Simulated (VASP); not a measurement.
# Pt (Im-3m) in VASP: further runs

Runs on Pt. Level: PBE. Tasks: single point, relaxation of cell and atoms.

Program: VASP 6.6.1. These are calculated values, not measurements. Logs are shortened: lines on timing, memory, paths and dates and some standing lists are left out, and cuts for length are marked.

**1. The cell of the first run**

Symmetry: Im-3m, No. 229, cubic system. The conventional cell has a = 3.163 Å, b = 3.163 Å, c = 3.163 Å, α = 90.00°, β = 90.00°, γ = 90.00°. Within 3.6 Å of Pt (site symmetry m-3m) lie 14 Pt at 2.74 to 3.16 Å.

**2. Single point, PBE**

Contents of INCAR:

```
SYSTEM = Pt
ALGO = Normal
EDIFF = 1E-7
ENCUT = 520
GGA = PE
ISIF = 2
ISMEAR = 0
LASPH = .True.
LCHARG = .False.
LREAL = .False.
LWAVE = .False.
NBANDS = 11
NELM = 60
PREC = Accurate
SIGMA = 0.1
```

Contents of KPOINTS:

```
k-points
0
Gamma
  18 18 18
  0 0 0
```

Contents of POSCAR:

```
Pt
1.0
   -1.5813979715      1.5813979715      1.5813979715
    1.5813979715     -1.5813979715      1.5813979715
    1.5813979715      1.5813979715     -1.5813979715
Pt
1
Direct
    0.0000000000      0.0000000000      0.0000000000
```

Potentials or basis: VASP PAW PBE potentials, release 64 (Pt).

Launch:

```
$ cat potpaw_PBE.64/Pt/POTCAR > POTCAR
$ mpirun -np 1 vasp_std > vasp.out
```

OUTCAR:

```text
SYSTEM = Pt
   EDIFF = 1E-7
   ENCUT = 520
   GGA = PE
   ISIF = 2
   ISMEAR = 0
   LASPH = .True.
   LREAL = .False.
   NELM = 60
   PREC = Accurate

 ion  position               nearest neighbor table
   1  0.000  0.000  0.000-

  LATTYP: Found a body centered cubic cell.
 ALAT       =     3.1627959430

  Lattice vectors:

 A1 = (  -1.5813979715,   1.5813979715,   1.5813979715)
 A2 = (   1.5813979715,  -1.5813979715,   1.5813979715)
 A3 = (   1.5813979715,   1.5813979715,  -1.5813979715)

Analysis of symmetry for initial positions (statically):
=====================================================================
 Subroutine PRICEL returns:
 Original cell was already a primitive cell.

 Routine SETGRP: Setting up the symmetry group for a
 body centered cubic supercell.

 Subroutine GETGRP returns: Found 48 space group operations
 (whereof 48 operations were pure point group operations)
 out of a pool of 48 trial point group operations.

The static configuration has the point symmetry O_h .

Analysis of symmetry for dynamics (positions and initial velocities):
=====================================================================
 Subroutine PRICEL returns:
 Original cell was already a primitive cell.

 Routine SETGRP: Setting up the symmetry group for a
 body centered cubic supercell.

 Subroutine GETGRP returns: Found 48 space group operations
 (whereof 48 operations were pure point group operations)
 out of a pool of 48 trial point group operations.

The dynamic configuration has the point symmetry O_h .

 Subroutine INISYM returns: Found 48 space group operations
 (whereof 48 operations are pure point group operations),
 and found     1 'primitive' translations

----------------------------------------------------------------------------------------

                                     Primitive cell

  volume of cell :      15.8192

  direct lattice vectors                    reciprocal lattice vectors
    -1.581397971  1.581397971  1.581397971     0.000000000  0.316175946  0.316175946
     1.581397971 -1.581397971  1.581397971     0.316175946  0.000000000  0.316175946
     1.581397971  1.581397971 -1.581397971     0.316175946  0.316175946  0.000000000

  length of vectors
     2.739061634  2.739061634  2.739061634     0.447140311  0.447140311  0.447140311

  position of ions in fractional coordinates (direct lattice)
     0.000000000  0.000000000  0.000000000

  ion indices of the primitive-cell ions
   primitive index   ion index
                 1           1

----------------------------------------------------------------------------------------

 KPOINTS: k-points

Automatic generation of k-mesh.
 Grid dimensions read from file:
 generate k-points for:   18   18   18

 Generating k-lattice:

  Cartesian coordinates                     Fractional coordinates (reciprocal lattice)
     0.000000000  0.017565330  0.017565330     0.055555556  0.000000000  0.000000000
     0.017565330  0.000000000  0.017565330     0.000000000  0.055555556  0.000000000
     0.017565330  0.017565330  0.000000000     0.000000000  0.000000000  0.055555556

  Length of vectors
     0.024841128  0.024841128  0.024841128

  Shift w.r.t. Gamma in fractional coordinates (k-lattice)
     0.000000000  0.000000000  0.000000000

 Subroutine IBZKPT returns following result:
 ===========================================

 Found    195 irreducible k-points:

 Following reciprocal coordinates:
            Coordinates               Weight
  0.000000  0.000000  0.000000      1.000000
  0.055556  0.000000  0.000000     12.000000
  0.111111  0.000000  0.000000     12.000000
  0.166667  0.000000  0.000000     12.000000
  0.222222  0.000000  0.000000     12.000000
  0.277778  0.000000  0.000000     12.000000
[... 16 lines left out ...]
  0.333333  0.111111 -0.000000     48.000000
  0.388889  0.111111 -0.000000     48.000000
 [... further k-points ...]
   k-points           NKPTS =    195   k-points in BZ     NKDIM =    195   number of bands    NBANDS=     11
   number of dos      NEDOS =    301   number of ions     NIONS =      1
   total plane-waves  NPLWV =   8000
   dimension x,y,z NGX =    20 NGY =   20 NGZ =   20
   dimension x,y,z NGXF=    40 NGYF=   40 NGZF=   40
   ions per type =               1
   NGX,Y,Z   is equivalent  to a cutoff of  12.14, 12.14, 12.14 a.u.
   NGXF,Y,Z  is equivalent  to a cutoff of  24.28, 24.28, 24.28 a.u.
 SYSTEM =  Pt
   PREC   = accura    normal or accurate (medium, high low for compatibility)
   ISTART =      0    job   : 0-new  1-cont  2-samecut
   ICHARG =      2    charge: 1-file 2-atom 10-const
   ISPIN  =      1    spin polarized calculation?
   LNONCOLLINEAR =      F non collinear calculations
   LSORBIT =      F    spin-orbit coupling
   LASPH  =      T    aspherical Exc in radial PAW
   ENCUT  =  520.0 eV  38.22 Ry    6.18 a.u.   5.09  5.09  5.09*2*pi/ulx,y,z
   NELM   =     60;   NELMIN=  2; NELMDL= -5     # of ELM steps
   EDIFF  = 0.1E-06   stopping-criterion for ELM
   LREAL  =      F    real-space projection
   EDIFFG = 0.1E-05   stopping-criterion for IOM
   NSW    =      0    number of steps for IOM
   IBRION =     -1    ionic relax: 0-MD 1-quasi-New 2-CG
   NFREE  =      0    steps in history (QN), initial steepest desc. (CG)
   ISIF   =      2    stress and relaxation
   ISYM   =      2    0-nonsym 1-usesym 2-fastsym
   POTIM  = 0.5000    time-step for ionic-motion
   TEBEG  =    0.0;   TEEND  =   0.0 temperature during run
   PSTRESS=    0.0 pullay stress
   NELECT =      10.0000    total number of electrons
   NUPDOWN=      -1.0000    fix difference up-down
   EMIN   =  10.00;   EMAX   =-10.00  energy-range for DOS
   EFERMI =   0.00;   METHOD = LEGACY
   ISMEAR =     0;   SIGMA  =   0.10  broadening in eV -4-tet -1-fermi 0-gaus
   EFERMI_NEDOS =   21; number of points for ismear=-14 and -15
   IALGO  =     38    algorithm
   IMIX   =      4    mixing-type and parameters
     AMIX     =   0.40;   BMIX     =  1.00
     AMIX_MAG =   1.60;   BMIX_MAG =  1.00
  volume/ion in A,a.u.               =      15.82       106.75
  Fermi-wavevector in a.u.,A,eV,Ry     =   1.405013  2.655089 26.858735  1.974061
  Thomas-Fermi vector in A             =   2.527517
   LORBIT       =      0    0 simple, 1 ext, 2 COOP (PROOUT), +10 PAW based schemes
   GGA     = PE    functional components
   LHFCALC =     F    Hartree Fock is set to
   AEXX    =    0.0000 exact exchange contribution
   IVDW    =     0    specifies the selected vdW correction
   LEPSILON=     F    determine dielectric tensor
   LRPA    =     F    only Hartree local field effects (RPA)
 non-spin polarized calculation
 Gauss-broadening in eV      SIGMA  =   0.10
  energy-cutoff  :      520.00
  volume of cell :       15.82
 maximum number of plane-waves:       440
   NGX = 11   NGY = 11   NGZ = 11

 number of electron      10.0000000 magnetization

 number of electron       9.9999999 magnetization

 Free energy of the ion-electron system (eV)
  ---------------------------------------------------
  ext. energy  EPLUGINS =         0.00000000
  ---------------------------------------------------
  free energy    TOTEN  =        -6.00876809 eV

  energy without entropy =       -6.00534571  energy(sigma->0) =       -6.00705690

 E-fermi :  10.2148     XC(G=0): -13.1971

 val. band max:       10.2021586308   @ k =  -0.3889   0.3889   0.2222
 cond. band min:      10.2282912103   @ k =  -0.3889   0.5000   0.0556
 fundamental gap:      0.0261325795
 Fermi energy:        10.2147995697

 k-point     1 :       0.0000    0.0000    0.0000
  band No.  band energies     occupation
      1       0.6941      2.00000
      2       6.7023      2.00000
      3       6.7023      2.00000
      4       6.7023      2.00000
      5       9.1810      2.00000
      6       9.1810      2.00000
      7      27.2774      0.00000
      8      27.2774      0.00000
      9      27.2774      0.00000
     10      37.2975      0.00000
     11      37.2977      0.00000

 k-point     2 :       0.0556    0.0000    0.0000
  band No.  band energies     occupation
      1       0.8199      2.00000
      2       6.6530      2.00000
      3       6.7027      2.00000
      4       6.8027      2.00000
      5       9.1164      2.00000
      6       9.1842      2.00000
      7      27.3380      0.00000
      8      27.3806      0.00000
      9      27.4620      0.00000
     10      35.4165      0.00000
     11      35.9458      0.00000

 k-point     3 :       0.1111    0.0000    0.0000
  band No.  band energies     occupation
      1       1.1871      2.00000
      2       6.5138      2.00000
      3       6.6960      2.00000
      4       7.0989      2.00000
      5       8.9614      2.00000
      6       9.1956      2.00000
      7      27.4340      0.00000
      8      27.5284      0.00000
      9      28.0024      0.00000
     10      33.7877      0.00000
     11      34.0944      0.00000

 k-point     4 :       0.1667    0.0000    0.0000
  band No.  band energies     occupation
      1       1.7589      2.00000
      2       6.3081      2.00000
      3       6.6747      2.00000
      4       7.5768      2.00000
      5       8.8086      2.00000
      6       9.2188      2.00000
      7      27.1507      0.00000
      8      27.2934      0.00000
      9      28.8611      0.00000
     10      32.7382      0.00000
     11      32.9019      0.00000
[... 239 lines left out ...]
 k-point    22 :       0.2778    0.1111    0.0000
  band No.  band energies     occupation
      1       3.8377      2.00000
      2       5.6760      2.00000
      3       6.9126      2.00000
      4       8.7667      2.00000
      5       9.4851      2.00000
      6      10.4568      0.00062
      7      21.1726      0.00000
      8      24.7358      0.00000
      9      27.2871      0.00000
     10      31.6577      0.00000
     11      35.2045      0.00000

 k-point    23 :       0.3333    0.1111   -0.0000
  band No.  band energies     occupation
      1       3.9576      2.00000
      2       5.5155      2.00000
      3       7.6345      2.00000
      4       8.9298      2.00000
      5       9.6097      2.00000
      6      11.4220      0.00000
      7      18.9826      0.00000
      8      23.9961      0.00000
      9      26.2497      0.00000
     10      32.7621      0.00000
     11      35.0524      0.00000

 k-point    24 :       0.3889    0.1111   -0.0000
  band No.  band energies     occupation
      1       3.9492      2.00000
      2       5.4159      2.00000
      3       8.2595      2.00000
      4       8.9867      2.00000
      5       9.8835      2.00000
      6      12.3456      0.00000
      7      17.1483      0.00000
      8      23.4975      0.00000
      9      25.5209      0.00000
     10      33.5959      0.00000
     11      34.5743      0.00000

 [... further k-points ...]
[... 5 lines left out ...]
  --------------------------------------------------------------------------------------
  -------------------------------------------------------------------------------------
  Total       -0.0457356     -0.0457356     -0.0457356      0.0000000     -0.0000000      0.0000000
  in kB       -4.6321331     -4.6321331     -4.6321331      0.0000000     -0.0000000      0.0000000
  external PRESSURE =      -4.6321331 kB  Pullay stress =       0.0000000 kB

 VOLUME and BASIS-vectors are now :
 -----------------------------------------------------------------------------
  energy-cutoff  :      520.00
  volume of cell :       15.82
      direct lattice vectors                 reciprocal lattice vectors
    -1.581397971  1.581397971  1.581397971     0.000000000  0.316175946  0.316175946
     1.581397971 -1.581397971  1.581397971     0.316175946  0.000000000  0.316175946
     1.581397971  1.581397971 -1.581397971     0.316175946  0.316175946  0.000000000

 POSITION                                       TOTAL-FORCE (eV/Angst)
 -----------------------------------------------------------------------------------
      0.00000      0.00000      0.00000         0.000000      0.000000     -0.000000
 -----------------------------------------------------------------------------------
    total drift:                                0.000000      0.000000      0.000000

  FREE ENERGIE OF THE ION-ELECTRON SYSTEM (eV)
  ---------------------------------------------------
  free  energy   TOTEN  =        -6.0087680934 eV

  energy  without entropy=       -6.0053457103  energy(sigma->0) =       -6.00705690
```

Wall time 9.3 s (1 thread of Intel Xeon 6975P-C (Granite Rapids), shared host); peak memory 0.15 GiB.

What came out:

```yaml
Free_energy: -6.0088 eV
Pressure: -0.5 GPa
Band_gap_on_the_k_mesh: zero (band 5 reaches 11.20 eV, above the bottom of band 6 at 9.06 eV)
```

Caveat: spin-orbit coupling is left out, which moves the levels of the heavy elements.

**3. Relaxation of cell and atoms, PBE**

This run uses another cell than the first one, of 15.90 Å³/atom, 1.005 times its volume.

Contents of INCAR:

```
PREC = Accurate
ENCUT = 600
EDIFF = 1E-6
ISMEAR = 0
SIGMA = 0.1
LREAL = F
LASPH = T
NELM = 60
ALGO = Fast
ISIF = 3
LWAVE = F
LCHARG = F
GGA = PE
IBRION = 2
NSW = 100
EDIFFG = -0.005
```

Contents of KPOINTS:

```
regular mesh
0
Gamma
  18 18 18
```

Contents of POSCAR:

```
Pt
1.0
   -1.5842200000      1.5842200000      1.5842200000
    1.5842200000     -1.5842200000      1.5842200000
    1.5842200000      1.5842200000     -1.5842200000
Pt
1
Direct
    0.0000000000      0.0000000000      0.0000000000
```

Potentials or basis: VASP PAW PBE potentials, release 64 (Pt).

Launch:

```
$ cat potpaw_PBE.64/Pt/POTCAR > POTCAR
$ mpirun -np 1 vasp_std > vasp.out
```

It took 25 s on 1 thread of Intel Xeon 6975P-C (Granite Rapids), shared host; peak memory 0.17 GiB.

It converged, with:

```yaml
Free_energy: -6.0090 eV
Relaxed_volume: 15.80 Å³/atom
Relaxed_cell: a = 2.738 Å, b = 2.738 Å, c = 2.738 Å, α = 109.47°, β = 109.47°, γ = 109.47°
Space_group_after_relaxing_to_0.05_Å: Im-3m (No. 229)
Energy_gained_by_relaxing: 0.6 meV/atom
Ionic_steps: 4
Pressure_after_relaxing: 0.0 GPa
Band_gap_on_the_k_mesh: zero (band 5 reaches 11.23 eV, above the bottom of band 6 at 9.08 eV)
```

The path:
| step | energy change (eV) | largest force (eV/Å) | pressure (GPa) | volume (Å³) |
| --- | --- | --- | --- | --- |
| 1 | 0.0000 | 0.0000 | -1.62 | 15.90 |
| 2 | 0.0027 | 0.0000 | 4.26 | 15.54 |
| 3 | -0.0006 | 0.0000 | 0.08 | 15.79 |
| 4 | -0.0006 | 0.0000 | -0.03 | 15.80 |

Final structure:
```yaml
crystal:
  lattice:
    - [-1.58067, 1.58067, 1.58067]
    - [1.58067, -1.58067, 1.58067]
    - [1.58067, 1.58067, -1.58067]
  atoms:
    - { symbol: Pt, position: [0.00000, 0.00000, 0.00000] }
```

Levels at points of the mesh, in eV from the Fermi level:
| k point | band 2 | band 3 | band 4 | band 5 | band 6 | band 7 | band 8 | band 9 |
| --- | --- | --- | --- | --- | --- | --- | --- | --- |
| (0.00, 0.00, 0.00) | -3.52 | -3.52 | -3.52 | -1.04 | -1.04 | 17.06 | 17.06 | 17.06 |
| (0.50, 0.00, 0.00) | -4.94 | -1.22 | -0.72 | 0.23 | 1.00 | 6.26 | 13.23 | 15.82 |
| (0.50, 0.50, 0.50) | -6.11 | 0.48 | 0.48 | 0.48 | 7.63 | 7.63 | 7.63 | 12.75 |

Caveat: spin-orbit coupling is left out, which moves the levels of the heavy elements.

**4. Single point, PBE**

This run uses another cell than the first one, of 15.90 Å³/atom, 1.005 times its volume.

Contents of INCAR:

```
PREC     = Accurate       # precision mode
ENCUT    = 500            # plane-wave cutoff, eV
EDIFF    = 1E-6           # SCF threshold, eV
ISMEAR   = 0              # smearing method
SIGMA    = 0.1            # smearing width, eV
LREAL    = False          # projectors in reciprocal space
LASPH    = True           # aspherical terms in the spheres
NELM     = 120            # most SCF steps
ALGO     = Normal         # electronic algorithm
ISIF     = 2              # what is computed and relaxed
LWAVE    = False          # write WAVECAR
LCHARG   = True           # write CHGCAR
GGA      = PE             # functional
LELF     = True           # ELF
LVHAR    = True         
NBANDS   = 11             # bands
GGA_COMPAT= False
```

Contents of KPOINTS:

```
regular mesh
0
Gamma
  8 8 8
```

POSCAR is that of step 3.

Launch:

```
$ cat potpaw_PBE.64/Pt/POTCAR > POTCAR
$ mpirun -np 1 vasp_std > vasp.out
```

It took 9.3 s on 1 thread of Intel Xeon 8259CL, shared host; peak memory 0.12 GiB.

It converged, with:

```yaml
Free_energy: -5.9416 eV
Pressure: 0.0 GPa
Band_gap_on_the_k_mesh: zero (band 5 reaches 11.06 eV, above the bottom of band 6 at 9.12 eV)
```

Levels at points of the mesh, in eV from the Fermi level:
```csv
k point,band 3,band 4,band 5,band 6,band 7,band 8
"(0.00, 0.00, 0.00)",-3.49,-3.49,-1.03,-1.03,17.03,17.03
"(0.50, 0.00, 0.00)",-1.21,-0.72,0.22,0.99,6.19,13.19
"(0.50, 0.50, 0.50)",0.48,0.48,0.48,7.59,7.59,7.59
```

Caveat: spin-orbit coupling is left out, which moves the levels of the heavy elements.

**5. Overview**

```tsv
task	cell	k mesh	cutoff (eV)	gap on the mesh (eV)	pressure (GPa)
single point	a = 2.739 Å, angles 109.5°, 1 atom	18 × 18 × 18	520	none	-0.5
relaxation of cell and atoms	relaxed from a = 2.744 Å, angles 109.5°, 1 atom	18 × 18 × 18	600	none	0.0
single point	a = 2.744 Å, angles 109.5°, 1 atom	8 × 8 × 8	500	none	0.0
```

Alike in all rows: level PBE; potentials or basis VASP PAW PBE potentials, release 64 (Pt); no spin polarisation; smearing gaussian 0.1 eV.

Caveats: spin-orbit coupling is left out, which moves the levels of the heavy elements.

Total energies depend on the potentials used, so only differences within one code and one set of settings carry meaning.
